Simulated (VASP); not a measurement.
Here is a VASP 6.6.1 calculation.

File INCAR:

```
SYSTEM = I
ALGO = Normal ; EDIFF = 1E-6
ENCUT = 500 ; GGA = CA
GGA_COMPAT = .FALSE. ; ISIF = 2
ISMEAR = -1 ; LASPH = .TRUE.
LCHARG = .FALSE. ; LREAL = .FALSE.
LWAVE = .FALSE. ; NBANDS = 10
NELM = 120 ; PREC = Accurate
SIGMA = 0.05
```

File KPOINTS:

```
k-points
0
G
  7 7 7
  0 0 0
```

File POSCAR:

```
I
1.0
   -2.0893750000      2.0893750000      2.0893750000
    2.0893750000     -2.0893750000      2.0893750000
    2.0893750000      2.0893750000     -2.0893750000
I
1
Direct
    0.0000000000      0.0000000000      0.0000000000
```

Potentials or basis: VASP PAW LDA potentials, release 64 (I).

Command:

```sh
$ cat potpaw_LDA.64/I/POTCAR > POTCAR
$ mpirun -np 1 vasp_std > vasp.out
```

Problem. What does it give for the band gap on the k mesh?

Solution. Zero (an odd number of electrons rules out a gap without spin polarisation).

Problem. Estimate the pressure.

Solution. -3.6 GPa.

Caveat: the cell stands under tension; spin-orbit coupling is left out, which moves the levels of the heavy elements; an odd number of electrons without spin polarisation forces a metal; a magnetic or distorted state may lie lower.
